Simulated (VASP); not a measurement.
# CoO (Imm2) in VASP: electric field gradients with PBE

Aim: the electric field gradients of CoO with PBE.

Everything below comes from runs of VASP 6.6.1. Logs are shortened: lines on timing, memory, paths and dates and some standing lists are left out, and cuts for length are marked.

## (1) The cell of the first run

Symmetry: Imm2, No. 44, orthorhombic system. Conventional cell: a = 3.014 Å, b = 4.263 Å, c = 3.014 Å, α = 90.00°, β = 90.00°, γ = 90.00°. Co (site symmetry mm2) has 6 O at 2.00 to 2.28 Å within 2.6 Å. Within 2.6 Å of O (site symmetry mm2) lie 6 Co at 2.00 to 2.28 Å.

## (2) Electric field gradients, PBE, collinear spin, ferromagnetic start (atom 2 (O) moved by [0.141421, 0.141421, 0.0] A)

The input, INCAR:

```
PREC = Accurate
ENCUT = 520
EDIFF = 1E-8
ISMEAR = -1
SIGMA = 0.05
LREAL = False
LASPH = True
NELM = 150
ALGO = Normal
ISIF = 2
LWAVE = False
LCHARG = False
ISPIN = 2
MAGMOM = 2 0
LORBIT = 11
LMAXMIX = 4
GGA = PE
LEFG = True
NBANDS = 18
```

The input, KPOINTS:

```
regular mesh
0
Gamma
  15 15 15
```

The input, POSCAR:

```
CoO
1.0
    0.0000000000      2.1315000000      2.1315000000
    2.1315000000      0.0000000000      2.1315000000
    2.1315000000      2.1315000000      0.0000000000
Co O
1 1
Direct
    0.0000000000      0.0000000000      0.0000000000
    0.5000000000      0.5000000000      0.5663481117
```

Potentials or basis: VASP PAW PBE potentials, release 64 (Co, O).

Started as:

```bash
cat potpaw_PBE.64/Co/POTCAR potpaw_PBE.64/O/POTCAR > POTCAR
mpirun -np 1 vasp_std > vasp.out
```

OUTCAR:

```text
PREC = Accurate
   ENCUT = 520
   EDIFF = 1E-8
   ISMEAR = -1
   LREAL = False
   LASPH = True
   NELM = 150
   ISIF = 2
   ISPIN = 2
   LORBIT = 11
   GGA = PE

 ion  position               nearest neighbor table
   1  0.000  0.000  0.000-   2 2.00   2 2.00   2 2.14   2 2.14   2 2.28   2 2.28
   2  0.500  0.500  0.566-   1 2.00   1 2.00   1 2.14   1 2.14   1 2.28   1 2.28

  LATTYP: Found a face centered cubic cell.
 ALAT       =     4.2630000000

  Lattice vectors:

 A1 = (   0.0000000000,   2.1315000000,   2.1315000000)
 A2 = (   2.1315000000,   0.0000000000,   2.1315000000)
 A3 = (   2.1315000000,   2.1315000000,   0.0000000000)

Analysis of symmetry for initial positions (statically):
=====================================================================
 Subroutine PRICEL returns:
 Original cell was already a primitive cell.

 Routine SETGRP: Setting up the symmetry group for a
 face centered cubic supercell.

 Subroutine GETGRP returns: Found  4 space group operations
 (whereof  4 operations were pure point group operations)
 out of a pool of 48 trial point group operations.

The static configuration has the point symmetry C_2v.

Analysis of symmetry for dynamics (positions and initial velocities):
=====================================================================
 Subroutine PRICEL returns:
 Original cell was already a primitive cell.

 Routine SETGRP: Setting up the symmetry group for a
 face centered cubic supercell.

 Subroutine GETGRP returns: Found  4 space group operations
 (whereof  4 operations were pure point group operations)
 out of a pool of 48 trial point group operations.

The dynamic configuration has the point symmetry C_2v.

Analysis of structural, dynamic, and magnetic symmetry:
=====================================================================
 Subroutine PRICEL returns:
 Original cell was already a primitive cell.

 Routine SETGRP: Setting up the symmetry group for a
 face centered cubic supercell.

 Subroutine GETGRP returns: Found  4 space group operations
 (whereof  4 operations were pure point group operations)
 out of a pool of 48 trial point group operations.

The overall configuration has the point symmetry C_2v.

 Subroutine INISYM returns: Found  4 space group operations
 (whereof  4 operations are pure point group operations),
 and found     1 'primitive' translations

----------------------------------------------------------------------------------------

                                     Primitive cell

  volume of cell :      19.3681

  direct lattice vectors                    reciprocal lattice vectors
     0.000000000  2.131500000  2.131500000    -0.234576589  0.234576589  0.234576589
     2.131500000  0.000000000  2.131500000     0.234576589 -0.234576589  0.234576589
     2.131500000  2.131500000  0.000000000     0.234576589  0.234576589 -0.234576589

  length of vectors
     3.014396208  3.014396208  3.014396208     0.406298571  0.406298571  0.406298571

  position of ions in fractional coordinates (direct lattice)
     0.000000000  0.000000000  0.000000000
     0.500000000  0.500000000  0.566348112

  ion indices of the primitive-cell ions
   primitive index   ion index
                 1           1
                 2           2

----------------------------------------------------------------------------------------

 KPOINTS: regular mesh

Automatic generation of k-mesh.
 Grid dimensions read from file:
 generate k-points for:   15   15   15

 Generating k-lattice:

  Cartesian coordinates                     Fractional coordinates (reciprocal lattice)
    -0.015638439  0.015638439  0.015638439     0.066666667  0.000000000  0.000000000
     0.015638439 -0.015638439  0.015638439     0.000000000  0.066666667  0.000000000
[... 58 lines left out ...]
   EDIFF  = 0.1E-07   stopping-criterion for ELM
   LREAL  =      F    real-space projection
   EDIFFG = 0.1E-06   stopping-criterion for IOM
   NSW    =      0    number of steps for IOM
   IBRION =     -1    ionic relax: 0-MD 1-quasi-New 2-CG
   NFREE  =      0    steps in history (QN), initial steepest desc. (CG)
   ISIF   =      2    stress and relaxation
   ISYM   =      2    0-nonsym 1-usesym 2-fastsym
   POTIM  = 0.5000    time-step for ionic-motion
   TEBEG  =    0.0;   TEEND  =   0.0 temperature during run
   PSTRESS=    0.0 pullay stress
   NELECT =      15.0000    total number of electrons
   NUPDOWN=      -1.0000    fix difference up-down
   EMIN   =  10.00;   EMAX   =-10.00  energy-range for DOS
   EFERMI =   0.00;   METHOD = LEGACY
   ISMEAR =    -1;   SIGMA  =   0.05  broadening in eV -4-tet -1-fermi 0-gaus
   EFERMI_NEDOS =   21; number of points for ismear=-14 and -15
   IALGO  =     38    algorithm
   IMIX   =      4    mixing-type and parameters
     AMIX     =   0.40;   BMIX     =  1.00
     AMIX_MAG =   1.60;   BMIX_MAG =  1.00
  volume/ion in A,a.u.               =       9.68        65.35
  Fermi-wavevector in a.u.,A,eV,Ry     =   1.503407  2.841027 30.752334  2.260233
  Thomas-Fermi vector in A             =   2.614521
   LORBIT       =     11    0 simple, 1 ext, 2 COOP (PROOUT), +10 PAW based schemes
   GGA     = PE    functional components
   LHFCALC =     F    Hartree Fock is set to
   AEXX    =    0.0000 exact exchange contribution
   IVDW    =     0    specifies the selected vdW correction
   LEPSILON=     F    determine dielectric tensor
   LRPA    =     F    only Hartree local field effects (RPA)
 spin polarized calculation
  energy-cutoff  :      520.00
  volume of cell :       19.37
 maximum number of plane-waves:       534
   NGX = 11   NGY = 11   NGZ = 11

 number of electron      15.0000006 magnetization       2.9298955

 Free energy of the ion-electron system (eV)
  ---------------------------------------------------
  ext. energy  EPLUGINS =         0.00000000
  ---------------------------------------------------
  free energy    TOTEN  =       -13.03318501 eV

  energy without entropy =      -13.00139722  energy(sigma->0) =      -13.01729111

 E-fermi :   7.8900     XC(G=0): -12.3804

 val. band max:        7.8898401949   @ k =   0.2000   0.0667  -0.2000
 cond. band min:       7.8900077437   @ k =   0.4000   0.2000   0.0000
 fundamental gap:      0.0001675487
 Fermi energy:         7.8899967199

 spin component 1

 k-point     1 :       0.0000    0.0000    0.0000
  band No.  band energies     occupation
      1     -12.3572      1.00000
      2       3.6159      1.00000
      3       3.7433      1.00000
      4       3.9635      1.00000
      5       4.7644      1.00000
      6       4.8408      1.00000
[... 493 lines left out ...]
     17      33.1591      0.00000
     18      35.5122      0.00000

 [... further k-points ...]

 spin component 2

 k-point     1 :       0.0000    0.0000    0.0000
  band No.  band energies     occupation
      1     -11.8280      1.00000
      2       4.8119      1.00000
      3       4.8554      1.00000
      4       4.9832      1.00000
      5       6.7789      1.00000
      6       7.1334      1.00000
[... 493 lines left out ...]
     17      33.7317      0.00000
     18      36.3550      0.00000

 [... further k-points ...]

------------------------ aborting loop because EDIFF is reached ----------------------------------------

  FORCE on cell =-STRESS in cart. coord.  units (eV):
  Direction    XX          YY          ZZ          XY          YZ          ZX
  --------------------------------------------------------------------------------------
  -------------------------------------------------------------------------------------
  Total        0.3072593      0.3072593     -0.3605819     -0.2499874      0.0000000      0.0000000
  in kB       25.4173141     25.4173141    -29.8283015    -20.6796235      0.0000000      0.0000000
  external PRESSURE =       7.0021089 kB  Pullay stress =       0.0000000 kB

 VOLUME and BASIS-vectors are now :
 -----------------------------------------------------------------------------
  energy-cutoff  :      520.00
  volume of cell :       19.37
      direct lattice vectors                 reciprocal lattice vectors
     0.000000000  2.131500000  2.131500000    -0.234576589  0.234576589  0.234576589
     2.131500000  0.000000000  2.131500000     0.234576589 -0.234576589  0.234576589
     2.131500000  2.131500000  0.000000000     0.234576589  0.234576589 -0.234576589

 POSITION                                       TOTAL-FORCE (eV/Angst)
 -----------------------------------------------------------------------------------
      0.00000      0.00000      0.00000         0.246198      0.246198      0.000000
      2.27292      2.27292      2.13150        -0.246198     -0.246198     -0.000000
 -----------------------------------------------------------------------------------
    total drift:                               -0.000074     -0.000074      0.000000

  FREE ENERGIE OF THE ION-ELECTRON SYSTEM (eV)
  ---------------------------------------------------
  free  energy   TOTEN  =       -13.0331850097 eV

  energy  without entropy=      -13.0013972191  energy(sigma->0) =      -13.01729111

 Electric field gradients (V/A^2)
---------------------------------------------------------------------
 ion       V_xx      V_yy      V_zz      V_xy      V_xz      V_yz
---------------------------------------------------------------------
   1      -9.727    -9.727    19.455    10.941     0.002     0.002
   2      -0.857    -0.857     1.714    -3.306    -0.002    -0.002
---------------------------------------------------------------------

 Electric field gradients after diagonalization (V/A^2)
 (convention: |V_zz| > |V_xx| > |V_yy|)
----------------------------------------------------------------------
 ion       V_xx      V_yy      V_zz     asymmetry (V_yy - V_xx)/ V_zz
----------------------------------------------------------------------
   1      19.455     1.214   -20.669       0.883
   2       2.449     1.714    -4.164       0.177
----------------------------------------------------------------------

           NMR quadrupolar parameters

 Cq : quadrupolar parameter    Cq=e*Q*V_zz/h
 eta: asymmetry parameters     (V_yy - V_xx)/ V_zz
 Q  : nuclear electric quadrupole moment in mb (millibarn)
----------------------------------------------------------------------
 ion       Cq(MHz)       eta       Q (mb)
----------------------------------------------------------------------
   1      -0.050       0.883       1.000
   2      -0.010       0.177       1.000
----------------------------------------------------------------------

 total charge

# of ion       s       p       d       tot
------------------------------------------
    1        0.304   0.372   7.160   7.837
    2        1.557   3.428   0.000   4.985
--------------------------------------------------
tot          1.861   3.801   7.160  12.822

 magnetization (x)

# of ion       s       p       d       tot
------------------------------------------
    1        0.019   0.023   2.512   2.554
    2        0.028   0.288   0.000   0.316
--------------------------------------------------
tot          0.047   0.311   2.512   2.870
```

Run time: 8.3 min. Hardware: 1 thread of Intel Xeon Platinum 8259CL at 2.50GHz (Skylake/Cascade Lake), shared host; peak memory 0.37 GiB.

What came out:

- Free energy: -13.0332 eV
- Pressure: 0.7 GPa
- Largest force: 0.348 eV/Å
- Net moment: 2.93 μB per cell
- Site moments: Co +2.55; O +0.32 μB
- Largest electric field gradient by atom: Co -20.7; O -4.2 V/Å²
- Valence electrons inside the program's atomic spheres: Co 7.84; O 4.99

Forces in eV/Å, atoms in the order of the input:
```
Co   0.246  0.246  0.000
O   -0.246 -0.246  0.000
```

Levels at points of the mesh, in eV from the Fermi level:
Spin up:
| k point | band 7 | band 8 | band 9 | band 10 | band 11 | band 12 |
| --- | --- | --- | --- | --- | --- | --- |
| (0.00, 0.00, 0.00) | -2.33 | -2.06 | -2.06 | 0.92 | 16.56 | 17.89 |
Spin down:
| k point | band 3 | band 4 | band 5 | band 6 | band 7 | band 8 | band 9 | band 10 |
| --- | --- | --- | --- | --- | --- | --- | --- | --- |
| (0.00, 0.00, 0.00) | -3.03 | -2.91 | -1.11 | -0.76 | -0.59 | 0.28 | 0.56 | 1.50 |

Electric field gradients, principal values (V/Å²):
| atom | least | middle | greatest (by size) |
| --- | --- | --- | --- |
| 1 Co | 1.214 | 19.455 | -20.669 |
| 2 O | 1.714 | 2.449 | -4.164 |

Caveat: the cell differs from its parent crystal (atom 2 (O) moved by [0.141421, 0.141421, 0.0] A); the stress differs along the axes, from -3 to 3 GPa; without QUAD_EFG the Cq values of the log hold for a quadrupole moment of 1 mb, not for the nuclei; a cell with one magnetic atom can't hold antiferromagnetic order, which such compounds often take; semilocal functionals often make such compounds metallic where correlation or magnetic order opens a gap, which also shifts bond lengths.
